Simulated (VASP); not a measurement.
# Si16Ge (a cell with a defect) in VASP: single point with PBE+D3(BJ)

Aim: the single point of Si16Ge (a cell with a defect) with PBE+D3(BJ).

All numbers are computed with VASP 6.6.1; they aren't measurements. Logs are shortened: lines on timing, memory, paths and dates and some standing lists are left out, and cuts for length are marked.

## 1. The cell of the first run

The cell holds a defect, 17 atoms: a = 7.679 Å, b = 7.679 Å, c = 7.679 Å, α = 60.00°, β = 60.00°, γ = 60.00°.

## 2. Single point, PBE+D3(BJ)

File INCAR:

```
SYSTEM = Si16Ge
ALGO = Normal
EDIFF = 1E-6
ENCUT = 520
GGA = PE
ISIF = 2
ISMEAR = 0
IVDW = 12
LASPH = .TRUE.
LCHARG = .FALSE.
LREAL = Auto
LWAVE = .FALSE.
NBANDS = 53
NELM = 100
PREC = Accurate
SIGMA = 0.02
```

File KPOINTS:

```
k-points
0
G
  2 2 2
  0 0 0
```

File POSCAR:

```
Si16Ge
1.0
    0.0000000000      5.4300000000      5.4300000000
    5.4300000000      0.0000000000      5.4300000000
    5.4300000000      5.4300000000      0.0000000000
Si Ge
16 1
Direct
   -0.0022651013      0.0168452118     -0.0120781768
    0.1090781768      0.1278597606      0.1355232965
   -0.0313324125      0.0125563536      0.5070023941
    0.1132420810      0.1572507366      0.6165474217
   -0.0027929098      0.4979098527     -0.0107971455
    0.1463623389      0.6471656538      0.0603264273
    0.0201812155      0.5212290976      0.4386031308
    0.1130001842      0.6131948435      0.6177357274
    0.4785880295     -0.0214852670      0.0646232044
    0.6277859116      0.1278140884      0.1356507366
    0.5120029466      0.0125318600      0.5071228361
    0.6047770718      0.1044527624      0.6863284530
    0.5158826888      0.4978640884     -0.0106696133
    0.6272581952      0.6088464088      0.1369311234
    0.5117601289      0.4684151934      0.5083122468
    0.6562741252      0.6131702578      0.6178564457
    0.3125246777      0.8128860037      0.5623294659
```

Potentials or basis: VASP PAW PBE potentials, release 64 (Si, Ge_d).

On the command line:

```sh
$ cat potpaw_PBE.64/Si/POTCAR potpaw_PBE.64/Ge_d/POTCAR > POTCAR
$ mpirun -np 1 vasp_std > vasp.out
```

OUTCAR:

```text
SYSTEM = Si16Ge
   EDIFF = 1E-6
   ENCUT = 520
   GGA = PE
   ISIF = 2
   ISMEAR = 0
   IVDW = 12
   LASPH = .TRUE.
   LREAL = Auto
   NELM = 100
   PREC = Accurate
 IVDW          = 12

 ion  position               nearest neighbor table
   1  0.998  0.017  0.988-  10 2.33   2 2.33   4 2.33   6 2.34
   2  0.109  0.128  0.136-   5 2.33   1 2.33   3 2.33   9 2.34
   3  0.969  0.013  0.507-  12 2.31   2 2.33  17 2.43   4 2.51   8 2.51
   4  0.113  0.157  0.617-   7 2.31   1 2.33  17 2.43  11 2.51   3 2.51
   5  0.997  0.498  0.989-   2 2.33  14 2.33   8 2.33   6 2.34
   6  0.146  0.647  0.060-   1 2.34   5 2.34  13 2.34   7 2.37
   7  0.020  0.521  0.439-   4 2.31   8 2.31  16 2.31   6 2.37
   8  0.113  0.613  0.618-   7 2.31   5 2.33  17 2.43  15 2.51   3 2.51
   9  0.479  0.979  0.065-  14 2.34  10 2.34   2 2.34  12 2.37
  10  0.628  0.128  0.136-  13 2.33   1 2.33  11 2.33   9 2.34
  11  0.512  0.013  0.507-  12 2.31  10 2.33  17 2.43   4 2.51  16 2.51
  12  0.605  0.104  0.686-  15 2.31  11 2.31   3 2.31   9 2.37
  13  0.516  0.498  0.989-  10 2.33  14 2.33  16 2.33   6 2.34
  14  0.627  0.609  0.137-   5 2.33  13 2.33  15 2.33   9 2.34
  15  0.512  0.468  0.508-  12 2.31  14 2.33  17 2.43   8 2.51  16 2.51
  16  0.656  0.613  0.618-   7 2.31  13 2.33  17 2.43  15 2.51  11 2.51
  17  0.313  0.813  0.562-  16 2.43   4 2.43   8 2.43   3 2.43  15 2.43  11 2.43

  LATTYP: Found a face centered cubic cell.
 ALAT       =    10.8600000000

  Lattice vectors:

 A1 = (   0.0000000000,   5.4300000000,   5.4300000000)
 A2 = (   5.4300000000,   0.0000000000,   5.4300000000)
 A3 = (   5.4300000000,   5.4300000000,   0.0000000000)

Analysis of symmetry for initial positions (statically):
=====================================================================
 Subroutine PRICEL returns:
 Original cell was already a primitive cell.

 Routine SETGRP: Setting up the symmetry group for a
 face centered cubic supercell.

 Subroutine GETGRP returns: Found  1 space group operations
 (whereof  1 operations were pure point group operations)
 out of a pool of 48 trial point group operations.

The static configuration has the point symmetry C_1 .

Analysis of symmetry for dynamics (positions and initial velocities):
=====================================================================
 Subroutine PRICEL returns:
 Original cell was already a primitive cell.

 Routine SETGRP: Setting up the symmetry group for a
 face centered cubic supercell.

 Subroutine GETGRP returns: Found  1 space group operations
 (whereof  1 operations were pure point group operations)
[... 123 lines left out ...]
   POTIM  = 0.5000    time-step for ionic-motion
   TEBEG  =    0.0;   TEEND  =   0.0 temperature during run
   PSTRESS=    0.0 pullay stress
   NELECT =      78.0000    total number of electrons
   NUPDOWN=      -1.0000    fix difference up-down
   EMIN   =  10.00;   EMAX   =-10.00  energy-range for DOS
   EFERMI =   0.00;   METHOD = LEGACY
   ISMEAR =     0;   SIGMA  =   0.02  broadening in eV -4-tet -1-fermi 0-gaus
   EFERMI_NEDOS =   21; number of points for ismear=-14 and -15
   IALGO  =     38    algorithm
   IMIX   =      4    mixing-type and parameters
     AMIX     =   0.40;   BMIX     =  1.00
     AMIX_MAG =   1.60;   BMIX_MAG =  1.00
  volume/ion in A,a.u.               =      18.84       127.11
  Fermi-wavevector in a.u.,A,eV,Ry     =   1.022421  1.932096 14.222785  1.045345
  Thomas-Fermi vector in A             =   2.156100
   LORBIT       =      0    0 simple, 1 ext, 2 COOP (PROOUT), +10 PAW based schemes
   GGA     = PE    functional components
   LHFCALC =     F    Hartree Fock is set to
   AEXX    =    0.0000 exact exchange contribution
   IVDW    =    12    specifies the selected vdW correction
   LEPSILON=     F    determine dielectric tensor
   LRPA    =     F    only Hartree local field effects (RPA)
 non-spin polarized calculation
 Gauss-broadening in eV      SIGMA  =   0.02
  energy-cutoff  :      520.00
  volume of cell :      320.21
 maximum number of plane-waves:      8646
 NGX is ok and might be reduce to    60
   NGX = 29   NGY = 29   NGZ = 29

 number of electron      77.9999998 magnetization

 Free energy of the ion-electron system (eV)
  ---------------------------------------------------
  ext. energy  EPLUGINS =         0.00000000
  ---------------------------------------------------
  free energy    TOTEN  =       -86.35100591 eV

  energy without entropy =      -86.35099909  energy(sigma->0) =      -86.35100250

 E-fermi :   6.6800     XC(G=0):  -9.7671

 val. band max:        6.6308600819   @ k =   0.0000   0.0000   0.5000
 cond. band min:       6.7312271843   @ k =   0.0000   0.0000   0.0000
 fundamental gap:      0.1003671024
 Fermi energy:         6.6800462309

 k-point     1 :       0.0000    0.0000    0.0000
  band No.  band energies     occupation
      1     -17.9192      2.00000
      2     -17.9191      2.00000
      3     -17.7878      2.00000
      4     -17.7875      2.00000
      5     -17.7820      2.00000
      6      -6.3569      2.00000
[... 421 lines left out ...]
     50      10.4154      0.00000
     51      10.4516      0.00000
 [bands above 51 left out]

------------------------ aborting loop because EDIFF is reached ----------------------------------------

 Edisp (eV)   -5.66769

 E8    (eV) :    -2.3553

  FORCE on cell =-STRESS in cart. coord.  units (eV):
  Direction    XX          YY          ZZ          XY          YZ          ZX
  --------------------------------------------------------------------------------------
  -------------------------------------------------------------------------------------
  Total       5.79843     5.74984     5.75415    -1.40214     1.40479     1.39961
  in kB      29.01293    28.76983    28.79135    -7.01571     7.02899     7.00307
  external pressure =       28.86 kB  Pullay stress =        0.00 kB

 VOLUME and BASIS-vectors are now :
 -----------------------------------------------------------------------------
  energy-cutoff  :      520.00
  volume of cell :      320.21
      direct lattice vectors                 reciprocal lattice vectors
     0.000000000  5.430000000  5.430000000    -0.092081031  0.092081031  0.092081031
     5.430000000  0.000000000  5.430000000     0.092081031 -0.092081031  0.092081031
     5.430000000  5.430000000  0.000000000     0.092081031  0.092081031 -0.092081031

 POSITION                                       TOTAL-FORCE (eV/Angst)
 -----------------------------------------------------------------------------------
      5.45589     10.78212      5.50917        -0.022844     -0.003549      0.003623
      1.43017      1.32819      1.28657         0.014531      0.033895     -0.009415
      2.82120      8.01289      5.32805         0.018509     -0.006589     -0.034416
      4.20172      3.96276      1.46878         0.009691     -0.020971      0.019024
      8.07502     10.78621      8.11848        -0.013302     -0.007671      0.032308
      3.84168      1.12232      4.30886        -0.026608     -0.023812      0.023824
[... 9 lines left out ...]
      6.68448      6.91853      6.89308        -0.018723      0.006947      0.034790
      7.46742      4.75046      6.11098        -0.000239     -0.000336      0.000129
 -----------------------------------------------------------------------------------
    total drift:                                0.005198      0.004319      0.000447

  FREE ENERGIE OF THE ION-ELECTRON SYSTEM (eV)
  ---------------------------------------------------
  free  energy   TOTEN  =       -92.0186969953 eV

  energy  without entropy=      -92.0186901820  energy(sigma->0) =      -92.01869359
```

OSZICAR:

```text
N       E                     dE             d eps       ncg     rms          rms(c)
DAV:   1     0.396169634735E+03    0.39617E+03   -0.30198E+04  1066   0.159E+03
DAV:   2    -0.228524414081E+02   -0.41902E+03   -0.38798E+03   928   0.394E+02
DAV:   3    -0.846272587868E+02   -0.61775E+02   -0.59347E+02  1048   0.102E+02
DAV:   4    -0.877932050110E+02   -0.31659E+01   -0.31336E+01  1080   0.272E+01
DAV:   5    -0.878848535263E+02   -0.91649E-01   -0.91438E-01  1104   0.461E+00    0.143E+01
DAV:   6    -0.867964406931E+02    0.10884E+01   -0.71739E-01  1024   0.260E+00    0.863E+00
DAV:   7    -0.863433361228E+02    0.45310E+00   -0.12170E+00   960   0.339E+00    0.653E-01
DAV:   8    -0.863483115724E+02   -0.49754E-02   -0.88049E-02  1048   0.125E+00    0.402E-01
DAV:   9    -0.863500860824E+02   -0.17745E-02   -0.65985E-03  1064   0.339E-01    0.205E-01
DAV:  10    -0.863507734591E+02   -0.68738E-03   -0.80835E-04  1016   0.103E-01    0.852E-02
DAV:  11    -0.863509941594E+02   -0.22070E-03   -0.27254E-04   976   0.698E-02    0.241E-02
DAV:  12    -0.863510033115E+02   -0.91522E-05   -0.13360E-05  1112   0.182E-02    0.803E-03
DAV:  13    -0.863510055445E+02   -0.22330E-05   -0.51247E-06  1000   0.835E-03    0.219E-03
DAV:  14    -0.863510059060E+02   -0.36147E-06   -0.45967E-07   616   0.302E-03
   1 F= -.92018697E+02 E0= -.92018694E+02  d E =-.681331E-05
```

It took 2.3 min on 1 thread of AMD EPYC 9R45 (Zen 5), shared host; peak memory 0.45 GiB.

What came out:

```
Free energy                : -92.0187 eV
Pressure                   : 2.9 GPa
Largest force              : 0.043 eV/Å
Band gap on the k mesh     : 0.10 eV
Dispersion energy per atom : -0.333 eV
```

Forces in eV/Å, atoms in the order of the input:
```
Si  -0.023 -0.004  0.004
Si   0.015  0.034 -0.009
Si   0.019 -0.007 -0.034
Si   0.010 -0.021  0.019
Si  -0.013 -0.008  0.032
Si  -0.027 -0.024  0.024
Si  -0.004 -0.016  0.015
Si  -0.017 -0.034 -0.007
Si   0.026  0.022 -0.022
Si   0.014  0.009 -0.033
Si   0.017  0.034  0.006
Si   0.004  0.016 -0.015
Si  -0.014 -0.033  0.009
Si   0.023  0.003 -0.004
Si  -0.010  0.020 -0.019
Si  -0.019  0.007  0.035
Ge   0.000  0.000  0.000
```

Stress tensor (GPa, compression positive):
```
 2.90 -0.70  0.70
-0.70  2.88  0.70
 0.70  0.70  2.88
```

Caveat: the k points lie up to 0.50 Å⁻¹ apart.
